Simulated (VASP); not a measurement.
# Si11Ge21 (P1) in VASP: single point with r2SCAN

Aim: the single point of Si11Ge21 with r2SCAN.

Program: VASP 6.6.1. These are calculated values, not measurements. Logs are shortened: lines on timing, memory, paths and dates and some standing lists are left out, and cuts for length are marked.

**1. The cell of the first run**

The typed cell holds 64 atoms: a = 11.163 Å, b = 11.163 Å, c = 11.163 Å, α = 90.00°, β = 90.00°, γ = 90.00°.

**2. Single point, r2SCAN**

POSCAR

```
Si11Ge21
1.0
   11.1626060000      0.0000000000      0.0000000000
    0.0000000000     11.1626060000      0.0000000000
    0.0000000000      0.0000000000     11.1626060000
Ge Si
42 22
Direct
    0.0045360000      0.9994540000      0.9993670000
    0.9997460000      0.9979900000      0.5020530000
    0.0022260000      0.5022130000      0.0021270000
    0.9959670000      0.5005080000      0.5015880000
    0.5000920000      0.0002770000      0.9977630000
    0.4993160000      0.5005030000      0.0003120000
    0.4994810000      0.5004730000      0.4973080000
    0.1250750000      0.1238050000      0.6302520000
    0.1255020000      0.6285290000      0.6251590000
    0.6195650000      0.1228520000      0.6242100000
    0.6226950000      0.6269070000      0.1295780000
    0.6250430000      0.6283140000      0.6247940000
    0.2493930000      0.2450990000      0.9983690000
    0.2516460000      0.2462140000      0.4994120000
    0.7471800000      0.2470730000      0.0018890000
    0.7483640000      0.2528280000      0.5018740000
    0.7462410000      0.7512550000      0.9980030000
    0.3739650000      0.3737860000      0.1258210000
    0.3765720000      0.3731050000      0.6261580000
    0.3741180000      0.8718600000      0.1244920000
    0.3745990000      0.8753210000      0.6254070000
    0.8741830000      0.3756540000      0.1255250000
    0.8744010000      0.8747600000      0.1246700000
    0.8731430000      0.8695860000      0.6249460000
    0.2515380000      0.0022080000      0.2507550000
    0.2510370000      0.5056190000      0.2504510000
    0.2499730000      0.5000090000      0.7502660000
    0.7445470000      0.9977860000      0.2506820000
    0.7467830000      0.9964160000      0.7504630000
    0.7497860000      0.5004000000      0.2548210000
    0.7512980000      0.4979410000      0.7483820000
    0.3743340000      0.6296800000      0.8757370000
    0.8736130000      0.1241740000      0.3755770000
    0.8757570000      0.1249210000      0.8734470000
    0.8770420000      0.6272060000      0.8738440000
    0.0015190000      0.2473800000      0.2475720000
    0.9990030000      0.7461190000      0.2505860000
    0.5018190000      0.2478680000      0.2530360000
    0.1250040000      0.3760390000      0.3749970000
    0.1221360000      0.3721910000      0.8735260000
    0.1275260000      0.8729080000      0.3764850000
    0.6214240000      0.3711140000      0.8725740000
    0.4984440000      0.9969100000      0.4973480000
    0.1267610000      0.1234270000      0.1250040000
    0.1267430000      0.6275960000      0.1241970000
    0.6228920000      0.1230440000      0.1260130000
    0.2460520000      0.7505520000      0.9993850000
    0.2522000000      0.7487650000      0.4996900000
    0.7476780000      0.7499430000      0.4964130000
    0.8758690000      0.3733350000      0.6262200000
    0.2503410000      0.9979610000      0.7534320000
    0.3781480000      0.1220300000      0.3768960000
    0.3739550000      0.1224030000      0.8725220000
    0.3756190000      0.6288440000      0.3765700000
    0.8724410000      0.6263780000      0.3778770000
    0.9969800000      0.2505820000      0.7478600000
    0.0025340000      0.7525010000      0.7513510000
    0.4957470000      0.2454090000      0.7504600000
    0.4979630000      0.7508480000      0.2540170000
    0.5003970000      0.7524990000      0.7507010000
    0.1272050000      0.8738250000      0.8743190000
    0.6249440000      0.3756320000      0.3760080000
    0.6217340000      0.8730420000      0.3767060000
    0.6216270000      0.8737630000      0.8735700000
```

INCAR.step1

```
SYSTEM = Si11Ge21
  ALGO = Normal
  EDIFF = 1E-4
  ENCUT = 520
  GGA = PE
  ISMEAR = -1
  LASPH = .True.
  LCHARG = .False.
  LREAL = Auto
  LWAVE = .True.
  NBANDS = 376
  NELM = 60
  PREC = Accurate
  SIGMA = 0.05
```

INCAR.step2

```
SYSTEM = Si11Ge21
  ALGO = Normal
  EDIFF = 1E-7
  ENCUT = 520
  ISIF = 2
  ISMEAR = -1
  ISTART = 1
  LASPH = .True.
  LCHARG = .False.
  LMIXTAU = .True.
  LREAL = Auto
  LWAVE = .False.
  METAGGA = R2SCAN
  NBANDS = 376
  NELM = 60
  PREC = Accurate
  SIGMA = 0.05
```

KPOINTS

```
k-points
0
Gamma
  1 1 1
  0 0 0
```

Potentials or basis: VASP PAW PBE potentials, release 64 (Ge_d, Si).

Launch:

```sh
cat potpaw_PBE.64/Ge_d/POTCAR potpaw_PBE.64/Si/POTCAR > POTCAR
cp INCAR.step1 INCAR
mpirun -np 1 vasp_gam > vasp.out
cp INCAR.step2 INCAR
mpirun -np 1 vasp_gam > vasp.out
```

OUTCAR:

```text
SYSTEM = Si11Ge21
   EDIFF = 1E-7
   ENCUT = 520
   ISIF = 2
   ISMEAR = -1
   ISTART = 1
   LASPH = .True.
   LREAL = Auto
   METAGGA = R2SCAN
   NELM = 60
   PREC = Accurate

 ion  position               nearest neighbor table
   1  0.005  0.999  0.999-  44 2.40  61 2.41  34 2.45  23 2.45
   2  1.000  0.998  0.502-  24 2.44  41 2.44  33 2.44   8 2.44
   3  0.002  0.502  0.002-  45 2.40  22 2.44  35 2.44  40 2.44
   4  0.996  0.501  0.502-  50 2.40  55 2.40  39 2.45   9 2.46
   5  0.500  0.000  0.998-  64 2.40  53 2.41  46 2.41  20 2.46
   6  0.499  0.501  0.000-  18 2.43  32 2.44  11 2.44  42 2.44
[... 56 lines left out ...]
  63  0.622  0.873  0.377-  43 2.37  59 2.38  49 2.38  28 2.41
  64  0.622  0.874  0.874-  60 2.35  29 2.39  17 2.39   5 2.40

  LATTYP: Found a simple cubic cell.
 ALAT       =    11.1626060000

  Lattice vectors:

 A1 = (  11.1626060000,   0.0000000000,   0.0000000000)
 A2 = (   0.0000000000,  11.1626060000,   0.0000000000)
 A3 = (   0.0000000000,   0.0000000000,  11.1626060000)

Analysis of symmetry for initial positions (statically):
=====================================================================
 Subroutine PRICEL returns:
 Original cell was already a primitive cell.

 Routine SETGRP: Setting up the symmetry group for a
 simple cubic supercell.

 Subroutine GETGRP returns: Found  1 space group operations
 (whereof  1 operations were pure point group operations)
 out of a pool of 48 trial point group operations.

The static configuration has the point symmetry C_1 .

Analysis of symmetry for dynamics (positions and initial velocities):
=====================================================================
 Subroutine PRICEL returns:
 Original cell was already a primitive cell.

 Routine SETGRP: Setting up the symmetry group for a
 simple cubic supercell.

 Subroutine GETGRP returns: Found  1 space group operations
 (whereof  1 operations were pure point group operations)
 out of a pool of 48 trial point group operations.

The dynamic configuration has the point symmetry C_1 .

 Subroutine INISYM returns: Found  1 space group operations
 (whereof  1 operations are pure point group operations),
 and found     1 'primitive' translations

----------------------------------------------------------------------------------------

                                     Primitive cell

  volume of cell :    1390.9028

  direct lattice vectors                    reciprocal lattice vectors
    11.162606000  0.000000000  0.000000000     0.089584816  0.000000000  0.000000000
     0.000000000 11.162606000  0.000000000     0.000000000  0.089584816  0.000000000
     0.000000000  0.000000000 11.162606000     0.000000000  0.000000000  0.089584816

  length of vectors
    11.162606000 11.162606000 11.162606000     0.089584816  0.089584816  0.089584816

  position of ions in fractional coordinates (direct lattice)
     0.004536000  0.999454000  0.999367000
     0.999746000  0.997990000  0.502053000
     0.002226000  0.502213000  0.002127000
     0.995967000  0.500508000  0.501588000
     0.500092000  0.000277000  0.997763000
     0.499316000  0.500503000  0.000312000
[... 56 lines left out ...]
     0.621734000  0.873042000  0.376706000
     0.621627000  0.873763000  0.873570000

  ion indices of the primitive-cell ions
   primitive index   ion index
                 1           1
                 2           2
                 3           3
                 4           4
                 5           5
                 6           6
[... 56 lines left out ...]
                63          63
                64          64

----------------------------------------------------------------------------------------

 KPOINTS: k-points

Automatic generation of k-mesh.
 Grid dimensions read from file:
 generate k-points for:    1    1    1

 Generating k-lattice:

  Cartesian coordinates                     Fractional coordinates (reciprocal lattice)
     0.089584816  0.000000000  0.000000000     1.000000000  0.000000000  0.000000000
     0.000000000  0.089584816  0.000000000     0.000000000  1.000000000  0.000000000
     0.000000000  0.000000000  0.089584816     0.000000000  0.000000000  1.000000000

  Length of vectors
     0.089584816  0.089584816  0.089584816

  Shift w.r.t. Gamma in fractional coordinates (k-lattice)
     0.000000000  0.000000000  0.000000000

 Subroutine IBZKPT returns following result:
 ===========================================

 Found      1 irreducible k-points:

 Following reciprocal coordinates:
            Coordinates               Weight
  0.000000  0.000000  0.000000      1.000000
   k-points           NKPTS =      1   k-points in BZ     NKDIM =      1   number of bands    NBANDS=    376
   number of dos      NEDOS =    301   number of ions     NIONS =     64
   total plane-waves  NPLWV = 592704
   dimension x,y,z NGX =    84 NGY =   84 NGZ =   84
   dimension x,y,z NGXF=   168 NGYF=  168 NGZF=  168
   ions per type =              42  22
   NGX,Y,Z   is equivalent  to a cutoff of  12.51, 12.51, 12.51 a.u.
   NGXF,Y,Z  is equivalent  to a cutoff of  25.02, 25.02, 25.02 a.u.
 SYSTEM =  Si11Ge21
   PREC   = accura    normal or accurate (medium, high low for compatibility)
   ISTART =      1    job   : 0-new  1-cont  2-samecut
   ICHARG =      0    charge: 1-file 2-atom 10-const
   ISPIN  =      1    spin polarized calculation?
   LNONCOLLINEAR =      F non collinear calculations
   LSORBIT =      F    spin-orbit coupling
   LASPH  =      T    aspherical Exc in radial PAW
   ENCUT  =  520.0 eV  38.22 Ry    6.18 a.u.  20.76 20.76 20.76*2*pi/ulx,y,z
   NELM   =     60;   NELMIN=  2; NELMDL=  0     # of ELM steps
   EDIFF  = 0.1E-06   stopping-criterion for ELM
   LREAL  =      T    real-space projection
   EDIFFG = 0.1E-05   stopping-criterion for IOM
   NSW    =      0    number of steps for IOM
   IBRION =     -1    ionic relax: 0-MD 1-quasi-New 2-CG
   NFREE  =      0    steps in history (QN), initial steepest desc. (CG)
   ISIF   =      2    stress and relaxation
   ISYM   =      2    0-nonsym 1-usesym 2-fastsym
   POTIM  = 0.5000    time-step for ionic-motion
   TEBEG  =    0.0;   TEEND  =   0.0 temperature during run
   PSTRESS=    0.0 pullay stress
   NELECT =     676.0000    total number of electrons
   NUPDOWN=      -1.0000    fix difference up-down
   EMIN   =  10.00;   EMAX   =-10.00  energy-range for DOS
   EFERMI =   0.00;   METHOD = LEGACY
   ISMEAR =    -1;   SIGMA  =   0.05  broadening in eV -4-tet -1-fermi 0-gaus
   EFERMI_NEDOS =   21; number of points for ismear=-14 and -15
   IALGO  =     38    algorithm
   IMIX   =      4    mixing-type and parameters
     AMIX     =   0.40;   BMIX     =  1.00
     AMIX_MAG =   1.60;   BMIX_MAG =  1.00
  volume/ion in A,a.u.               =      21.73       146.66
  Fermi-wavevector in a.u.,A,eV,Ry     =   1.287137  2.432336 22.541069  1.656722
  Thomas-Fermi vector in A             =   2.419169
   LORBIT       =      0    0 simple, 1 ext, 2 COOP (PROOUT), +10 PAW based schemes
   METAGGA = R2SCAN    functional components
   LHFCALC =     F    Hartree Fock is set to
   AEXX    =    0.0000 exact exchange contribution
   IVDW    =     0    specifies the selected vdW correction
   LEPSILON=     F    determine dielectric tensor
   LRPA    =     F    only Hartree local field effects (RPA)
 non-spin polarized calculation
  energy-cutoff  :      520.00
  volume of cell :     1390.90
 maximum number of plane-waves:     18765
 NGX is ok and might be reduce to    84
   NGX = 41   NGY = 41   NGZ = 41

 number of electron     675.9999969 magnetization

 Free energy of the ion-electron system (eV)
  ---------------------------------------------------
  ext. energy  EPLUGINS =         0.00000000
  ---------------------------------------------------
  free energy    TOTEN  =      -767.40342622 eV

  energy without entropy =     -767.40009539  energy(sigma->0) =     -767.40176080

 E-fermi :   5.5031     XC(G=0): -10.4941

 val. band max:        5.1544221929   @ k =   0.0000   0.0000   0.0000
 cond. band min:       5.8343971694   @ k =   0.0000   0.0000   0.0000
 fundamental gap:      0.6799749765
 Fermi energy:         5.5031477222

 k-point     1 :       0.0000    0.0000    0.0000
  band No.  band energies     occupation
      1     -20.1878      2.00000
      2     -20.1867      2.00000
      3     -20.1831      2.00000
      4     -20.1808      2.00000
      5     -20.1795      2.00000
      6     -20.1782      2.00000
[... 342 lines left out ...]
    349       6.3048      0.00000
    350       6.3393      0.00000
 [bands above 350 left out]

------------------------ aborting loop because EDIFF is reached ----------------------------------------

  FORCE on cell =-STRESS in cart. coord.  units (eV):
  Direction    XX          YY          ZZ          XY          YZ          ZX
  --------------------------------------------------------------------------------------
  -------------------------------------------------------------------------------------
  Total        4.6846571      4.3576004      4.5049811     -0.5070036     -0.3387464     -0.3573442
  in kB        5.3962442      5.0195085      5.1892760     -0.5840161     -0.3902011     -0.4116238
  external PRESSURE =       5.2016762 kB  Pullay stress =       0.0000000 kB

 VOLUME and BASIS-vectors are now :
 -----------------------------------------------------------------------------
  energy-cutoff  :      520.00
  volume of cell :     1390.90
      direct lattice vectors                 reciprocal lattice vectors
    11.162606000  0.000000000  0.000000000     0.089584816  0.000000000  0.000000000
     0.000000000 11.162606000  0.000000000     0.000000000  0.089584816  0.000000000
     0.000000000  0.000000000 11.162606000     0.000000000  0.000000000  0.089584816

 POSITION                                       TOTAL-FORCE (eV/Angst)
 -----------------------------------------------------------------------------------
      0.05063     11.15651     11.15554         0.001513     -0.006421      0.022056
     11.15977     11.14017      5.60422         0.009580      0.002009      0.012839
      0.02485      5.60601      0.02374         0.017263      0.000632     -0.031214
     11.11759      5.58697      5.59903         0.024976      0.067820      0.031706
      5.58233      0.00309     11.13764         0.011060     -0.005893      0.004440
      5.57367      5.58692      0.00348        -0.000056      0.002279      0.019368
[... 56 lines left out ...]
      6.94017      9.74542      4.20502        -0.052104     -0.066919     -0.046694
      6.93898      9.75347      9.75132         0.018395      0.013289     -0.000133
 -----------------------------------------------------------------------------------
    total drift:                                0.012070      0.009570     -0.000415

  FREE ENERGIE OF THE ION-ELECTRON SYSTEM (eV)
  ---------------------------------------------------
  free  energy   TOTEN  =      -767.4034262205 eV

  energy  without entropy=     -767.4000953852  energy(sigma->0) =     -767.40176080
```

Wall time 37 min (1 thread of Oxide Virtual Turin-like, shared host); peak memory 1.3 GiB.

Results:

- Free energy: -767.4034 eV
- Pressure: 0.5 GPa
- Largest force: 0.108 eV/Å
- Band gap on the k mesh: 0.68 eV

Forces in eV/Å, atoms in the order of the input:
```
Ge   0.002 -0.006  0.022
Ge   0.010  0.002  0.013
Ge   0.017  0.001 -0.031
Ge   0.025  0.068  0.032
Ge   0.011 -0.006  0.004
Ge   0.000  0.002  0.019
Ge   0.044  0.063  0.032
Ge  -0.037 -0.033 -0.022
Ge  -0.074 -0.010 -0.017
Ge   0.001  0.015 -0.008
Ge  -0.027 -0.004 -0.029
Ge  -0.049 -0.028 -0.055
Ge   0.022  0.009  0.037
Ge   0.042  0.041  0.019
Ge  -0.005  0.010  0.010
Ge  -0.001 -0.016 -0.022
Ge   0.011  0.028  0.011
Ge   0.015 -0.032 -0.001
Ge  -0.015 -0.068 -0.034
Ge  -0.015 -0.005  0.013
Ge  -0.028 -0.069 -0.033
Ge  -0.005 -0.042  0.019
Ge  -0.020 -0.002 -0.038
Ge   0.030 -0.013 -0.015
Ge   0.008 -0.002  0.011
Ge  -0.008  0.026  0.015
Ge   0.003  0.026  0.035
Ge   0.030  0.065  0.049
Ge  -0.001  0.019  0.025
Ge  -0.016  0.019  0.048
Ge   0.042  0.002  0.030
Ge  -0.018 -0.030 -0.042
Ge  -0.032  0.012 -0.010
Ge  -0.034 -0.009 -0.019
Ge   0.024 -0.007 -0.036
Ge   0.029  0.022  0.018
Ge   0.073  0.035  0.059
Ge   0.020  0.005  0.018
Ge  -0.003 -0.059 -0.031
Ge  -0.011  0.043 -0.028
Ge  -0.044 -0.049 -0.012
Ge   0.009 -0.007  0.007
Si   0.055  0.081  0.045
Si  -0.013 -0.008 -0.011
Si  -0.035 -0.040 -0.034
Si   0.011  0.014 -0.050
Si   0.051  0.021  0.064
Si   0.040  0.048  0.031
Si   0.065  0.027  0.059
Si  -0.057 -0.007 -0.028
Si   0.000  0.033  0.009
Si  -0.062  0.001 -0.055
Si  -0.003  0.002 -0.002
Si  -0.046 -0.018 -0.076
Si  -0.046 -0.055 -0.036
Si   0.049  0.020  0.063
Si  -0.006 -0.025 -0.016
Si   0.032  0.026  0.020
Si   0.027 -0.001  0.046
Si  -0.010 -0.006  0.012
Si  -0.036 -0.027 -0.043
Si  -0.005 -0.048 -0.012
Si  -0.052 -0.067 -0.047
Si   0.018  0.013  0.000
```

Stress tensor (GPa, compression positive):
```
 0.54 -0.06 -0.04
-0.06  0.50 -0.04
-0.04 -0.04  0.52
```

Caveat: the k points lie up to 0.56 Å⁻¹ apart; semilocal functionals underestimate gaps, and a narrow one can read as zero; the PAW data sets were made with another functional, which shifts forces and pressure a little. A k mesh can miss the band edges.
